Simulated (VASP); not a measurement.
# CoSi2 (I4/mmm) in VASP: further runs, part 3 of 3

VASP 6.6.1. The steps go on from the part before.

### Step 5. Single point, PBE

This run uses another cell than the first one, of the same volume but with other edges.

INCAR reads:

```
SYSTEM = CoSi2
ALGO = Normal ; EDIFF = 1E-6
ENCUT = 520 ; GGA = PE
ISIF = 2 ; ISMEAR = 0
LASPH = .TRUE. ; LCHARG = .FALSE.
LREAL = .FALSE. ; LWAVE = .FALSE.
NBANDS = 16 ; NELM = 80
PREC = Accurate ; SIGMA = 0.15
```

KPOINTS reads:

```
k-points
0
G
  18 18 18
  0 0 0
```

POSCAR reads:

```
CoSi2
1.0
    0.0000000000      2.5219192086      3.0263030503
    2.5219192086      0.0000000000      3.0263030503
    2.5219192086      2.5219192086      0.0000000000
Co Si
1 2
Direct
    0.0000000000      0.0000000000      0.0000000000
    0.2500000000      0.2500000000      0.2500000000
    0.7500000000      0.7500000000      0.7500000000
```

Potentials or basis: VASP PAW PBE potentials, release 64 (Co, Si).

Launch:

```bash
$ cat potpaw_PBE.64/Co/POTCAR potpaw_PBE.64/Si/POTCAR > POTCAR
$ mpirun -np 1 vasp_std > vasp.out
```

OUTCAR:

```text
SYSTEM = CoSi2
   EDIFF = 1E-6
   ENCUT = 520
   GGA = PE
   ISIF = 2
   ISMEAR = 0
   LASPH = .TRUE.
   LREAL = .FALSE.
   NELM = 80
   PREC = Accurate

 ion  position               nearest neighbor table
   1  0.000  0.000  0.000-   3 2.34   3 2.34   2 2.34   2 2.34   3 2.34   2 2.34   3 2.34   2 2.34

   2  0.250  0.250  0.250-   1 2.34   1 2.34   1 2.34   1 2.34   3 2.52   3 2.52   3 2.52   3 2.52
                             3 3.03   3 3.03
   3  0.750  0.750  0.750-   1 2.34   1 2.34   1 2.34   1 2.34   2 2.52   2 2.52   2 2.52   2 2.52
                             2 3.03   2 3.03

  LATTYP: Found a body centered tetragonal cell.
 ALAT       =     3.5665323480
 C/A-ratio  =     1.6970562748

  Lattice vectors:

 A1 = (  -2.5219192086,   0.0000000000,   3.0263030503)
 A2 = (   2.5219192086,   0.0000000000,   3.0263030503)
 A3 = (   0.0000000000,   2.5219192086,  -3.0263030503)

Analysis of symmetry for initial positions (statically):
=====================================================================
 Subroutine PRICEL returns:
 Original cell was already a primitive cell.

[... 166 lines left out ...]
  ext. energy  EPLUGINS =         0.00000000
  ---------------------------------------------------
  free energy    TOTEN  =       -19.09204339 eV

  energy without entropy =      -19.07952658  energy(sigma->0) =      -19.08578498

 E-fermi :  10.1016     XC(G=0): -11.7428

 val. band max:       10.1014250666   @ k =  -0.3889   0.1667   0.0556
 cond. band min:      10.1018255512   @ k =   0.2778   0.1667   0.0000
 fundamental gap:      0.0004004846
 Fermi energy:        10.1015613622

 k-point     1 :       0.0000    0.0000    0.0000
  band No.  band energies     occupation
      1      -3.2049      2.00000
      2       5.8603      2.00000
      3       5.8603      2.00000
      4       6.6252      2.00000
      5       7.7447      2.00000
      6       8.6080      2.00000
[... 433 lines left out ...]
      3       6.3278      2.00000
      4       6.5153      2.00000
      5       7.8641      2.00000
      6       8.2948      2.00000
[... 8 lines left out ...]
     15      17.5816      0.00000
     16      17.9792      0.00000

 [... further k-points ...]
[... 5 lines left out ...]
  --------------------------------------------------------------------------------------
  -------------------------------------------------------------------------------------
  Total        1.4953156      1.4953156     -1.9134828      0.0000000     -0.0000000      0.0000000
  in kB       62.2355733     62.2355733    -79.6398437      0.0000000     -0.0000000      0.0000000
  external PRESSURE =      14.9437677 kB  Pullay stress =       0.0000000 kB

 VOLUME and BASIS-vectors are now :
 -----------------------------------------------------------------------------
  energy-cutoff  :      520.00
  volume of cell :       38.50
      direct lattice vectors                 reciprocal lattice vectors
     0.000000000  2.521919209  3.026303050    -0.198261704  0.198261704  0.165218087
     2.521919209  0.000000000  3.026303050     0.198261704 -0.198261704  0.165218087
     2.521919209  2.521919209  0.000000000     0.198261704  0.198261704 -0.165218087

 POSITION                                       TOTAL-FORCE (eV/Angst)
 -----------------------------------------------------------------------------------
      0.00000      0.00000      0.00000         0.000000     -0.000000     -0.000000
      1.26096      1.26096      1.51315        -0.000000      0.000000      0.000000
      3.78288      3.78288      4.53945        -0.000000     -0.000000     -0.000000
 -----------------------------------------------------------------------------------
    total drift:                                0.000000     -0.000000     -0.000000

  FREE ENERGIE OF THE ION-ELECTRON SYSTEM (eV)
  ---------------------------------------------------
  free  energy   TOTEN  =       -19.0920433917 eV

  energy  without entropy=      -19.0795265763  energy(sigma->0) =      -19.08578498
```

OSZICAR:

```text
N       E                     dE             d eps       ncg     rms          rms(c)
DAV:   1     0.597713318736E+02    0.59771E+02   -0.68055E+03 15456   0.102E+03
DAV:   2    -0.175508701434E+02   -0.77322E+02   -0.68873E+02 17152   0.201E+02
DAV:   3    -0.206100984854E+02   -0.30592E+01   -0.30024E+01 20392   0.443E+01
DAV:   4    -0.206628980550E+02   -0.52800E-01   -0.52765E-01 18560   0.557E+00
DAV:   5    -0.206644685319E+02   -0.15705E-02   -0.15704E-02 20744   0.983E-01    0.149E+01
DAV:   6    -0.254543720065E+02   -0.47899E+01   -0.27344E+01 16760   0.111E+02    0.207E+01
DAV:   7    -0.191028719292E+02    0.63515E+01   -0.12752E+01 19352   0.872E+01    0.331E+00
DAV:   8    -0.191297764422E+02   -0.26905E-01   -0.10105E+00 19752   0.767E+00    0.217E+00
DAV:   9    -0.190930644208E+02    0.36712E-01   -0.10826E-01 18184   0.617E+00    0.562E-01
DAV:  10    -0.190925770389E+02    0.48738E-03   -0.10154E-02 22104   0.194E+00    0.233E-01
DAV:  11    -0.190920150998E+02    0.56194E-03   -0.16633E-03 20224   0.800E-01    0.527E-02
DAV:  12    -0.190920497579E+02   -0.34658E-04   -0.15327E-04 21168   0.971E-02    0.238E-02
DAV:  13    -0.190920433060E+02    0.64520E-05   -0.13415E-05 22592   0.653E-02    0.102E-02
DAV:  14    -0.190920433917E+02   -0.85736E-07   -0.12159E-06 11936   0.932E-03
   1 F= -.19092043E+02 E0= -.19085785E+02  d E =-.125168E-01
```

stdout:

```text
POSCAR found type information on POSCAR CoSi
 POSCAR found :  2 types and       3 ions
 scaLAPACK will be used
 LDA part: xc-table for (Slater+PW92), standard interpolation
 POSCAR, INCAR and KPOINTS ok, starting setup
 FFT: planning ... GRIDC
 FFT: planning ... GRID_SOFT
 FFT: planning ... GRID
 WAVECAR not read
 entering main loop
```

Run time: 6.5 min. Hardware: 1 thread of Intel Xeon Platinum 8375C at 2.90GHz (Ice Lake), shared host; peak memory 0.4 GiB.

Results:

```yaml
Free_energy: -19.0920 eV
Pressure: 1.5 GPa
Band_gap_on_the_k_mesh: zero (an odd number of electrons rules out a gap without spin polarisation)
```

Stress tensor (GPa, compression positive):
```
 6.22  0.00  0.00
 0.00  6.22  0.00
 0.00  0.00 -7.96
```

Levels at points of the mesh, in eV from the Fermi level:
```
           k point  band 7  band 8  band 9  band 10  band 11  band 12
(0.00, 0.00, 0.00)    0.95    1.09    2.53     2.53     3.00     4.15
(0.50, 0.00, 0.00)   -1.43   -1.30    0.09     2.37     3.19     3.36
(0.50, 0.50, 0.00)   -2.11   -2.11   -1.17     2.32     3.28     8.41
(0.50, 0.00, 0.50)   -2.01   -1.40   -1.08     1.07     2.66     7.14
```

Caveat: the run has no spin polarisation, though such a crystal can be magnetic. Spin polarisation is off, so any magnetic state and its effect on volume and gap are missing.

### Step 6. Single point, PBE

This run uses another cell than the first one, of the same volume but with other edges.

INCAR reads:

```
SYSTEM = CoSi2
  ALGO = Normal
  EDIFF = 1E-6
  ENCUT = 520
  GGA = PE
  ISIF = 2
  ISMEAR = 0
  LASPH = .TRUE.
  LCHARG = .FALSE.
  LREAL = .FALSE.
  LWAVE = .FALSE.
  NBANDS = 16
  NELM = 100
  PREC = Accurate
  SIGMA = 0.15
```

KPOINTS is that of step 5.

POSCAR reads:

```
CoSi2
1.0
    0.0000000000      2.9113430611      2.2708475877
    2.9113430611      0.0000000000      2.2708475877
    2.9113430611      2.9113430611      0.0000000000
Co Si
1 2
Direct
    0.0000000000      0.0000000000      0.0000000000
    0.2500000000      0.2500000000      0.2500000000
    0.7500000000      0.7500000000      0.7500000000
```

Potentials or basis: VASP PAW PBE potentials, release 64 (Co, Si).

Launch:

```bash
$ cat potpaw_PBE.64/Co/POTCAR potpaw_PBE.64/Si/POTCAR > POTCAR
$ mpirun -np 1 vasp_std > vasp.out
```

Run time: 6.5 min. Hardware: 1 thread of Intel Xeon Platinum 8375C at 2.90GHz (Ice Lake), shared host; peak memory 0.4 GiB.

Results (log left out):

* Free energy: -18.5669 eV
* Pressure: 6.3 GPa
* Band gap on the k mesh: zero (an odd number of electrons rules out a gap without spin polarisation)

Stress tensor (GPa, compression positive):
```
-9.17  0.00  0.00
 0.00 -9.17  0.00
 0.00  0.00 37.10
```

Levels at points of the mesh, in eV from the Fermi level:
```tsv
k point	band 5	band 6	band 7	band 8	band 9	band 10	band 11	band 12	band 13	band 14
(0.00, 0.00, 0.00)	-2.30	-1.37	1.35	1.38	2.16	2.16	3.80	3.80	4.62	4.62
(0.50, 0.00, 0.00)	-1.92	-1.37	-1.25	-1.24	-0.57	2.16	2.95	4.47	6.17	8.58
(0.50, 0.50, 0.00)	-4.56	-1.63	-1.63	-1.36	-1.34	0.52	2.03	9.39	9.39	9.49
(0.50, 0.00, 0.50)	-2.60	-2.09	-1.43	-1.34	-1.07	2.24	3.63	6.31	7.12	9.55
```

Caveat: the cell stands under pressure; the run has no spin polarisation, though such a crystal can be magnetic.

### Step 7. Single point, PBE

This run uses another cell than the first one, of the same volume but with other edges.

INCAR reads:

```
PREC = Accurate
ENCUT = 520
EDIFF = 1E-7
ISMEAR = 0
SIGMA = 0.15
LREAL = False
LASPH = True
NELM = 100
ALGO = Normal
ISIF = 2
LWAVE = False
LCHARG = False
GGA = PE
NBANDS = 16
```

KPOINTS reads:

```
Automatic mesh
0
Gamma
  18 18 18
```

POSCAR reads:

```
CoSi2
1.0
    0.0000000000      2.4555218376      3.1921783889
    2.4555218376      0.0000000000      3.1921783889
    2.4555218376      2.4555218376      0.0000000000
Co Si
1 2
Direct
    0.0000000000      0.0000000000      0.0000000000
    0.2500000000      0.2500000000      0.2500000000
    0.7500000000      0.7500000000      0.7500000000
```

Launch:

```bash
$ cat potpaw_PBE.64/Co/POTCAR potpaw_PBE.64/Si/POTCAR > POTCAR
$ mpirun -np 1 vasp_std > vasp.out
```

Wall time 7.9 min (1 thread of Intel Xeon Platinum 8375C at 2.90GHz (Ice Lake), shared host); peak memory 0.4 GiB.

Results (log left out):

```
Free energy            : -18.8597 eV
Pressure               : 3.2 GPa
Band gap on the k mesh : zero (an odd number of electrons rules out a gap without spin polarisation)
```

Stress tensor (GPa, compression positive):
```
 10.80   0.00   0.00
  0.00  10.80   0.00
  0.00   0.00 -11.99
```

Levels at points of the mesh, in eV from the Fermi level:
| k point | band 6 | band 7 | band 8 | band 9 | band 10 | band 11 | band 12 | band 13 |
| --- | --- | --- | --- | --- | --- | --- | --- | --- |
| (0.00, 0.00, 0.00) | -1.33 | -0.31 | 1.18 | 2.11 | 2.11 | 2.49 | 4.48 | 4.48 |
| (0.50, 0.00, 0.00) | -1.88 | -1.59 | -1.11 | 0.28 | 1.82 | 3.19 | 3.52 | 5.34 |
| (0.50, 0.50, 0.00) | -2.63 | -2.16 | -2.16 | -1.09 | 2.60 | 3.25 | 7.92 | 8.43 |
| (0.50, 0.00, 0.50) | -2.69 | -2.16 | -1.19 | -0.88 | 0.80 | 2.55 | 6.39 | 7.20 |

Caveat: the cell stands under pressure; the run has no spin polarisation, though such a crystal can be magnetic. Spin polarisation is off, so any magnetic state and its effect on volume and gap are missing.

### Step 8. The runs side by side

| cell | gap on the mesh (eV) | pressure (GPa) |
| --- | --- | --- |
| a = 3.684, b = 3.684, c = 4.254 Å, angles 54.7, 54.7, 70.5°, 3 atoms | none | 14.8 |
| a = 4.135, b = 4.135, c = 3.377 Å, angles 65.9, 65.9, 48.2°, 3 atoms | none | 5.8 |
| a = 3.713, b = 3.713, c = 4.001 Å, angles 57.4, 57.4, 65.2°, 3 atoms | none | 2.1 |
| a = 3.939, b = 3.939, c = 3.567 Å, angles 63.1, 63.1, 53.8°, 3 atoms | none | 1.5 |
| a = 3.692, b = 3.692, c = 4.117 Å, angles 56.1, 56.1, 67.8°, 3 atoms | none | 6.3 |
| a = 4.027, b = 4.027, c = 3.473 Å, angles 64.5, 64.5, 51.1°, 3 atoms | none | 3.2 |

Alike in all rows: task single point; level PBE; potentials or basis VASP PAW PBE potentials, release 64 (Co, Si); no spin polarisation; k mesh 18 × 18 × 18; cutoff (eV) 520; smearing gaussian 0.15 eV.

Caveats: the run has no spin polarisation, though such a crystal can be magnetic; the cell stands under pressure (at least some runs).

Total energies depend on the potentials used, so only differences within one code and one set of settings carry meaning.
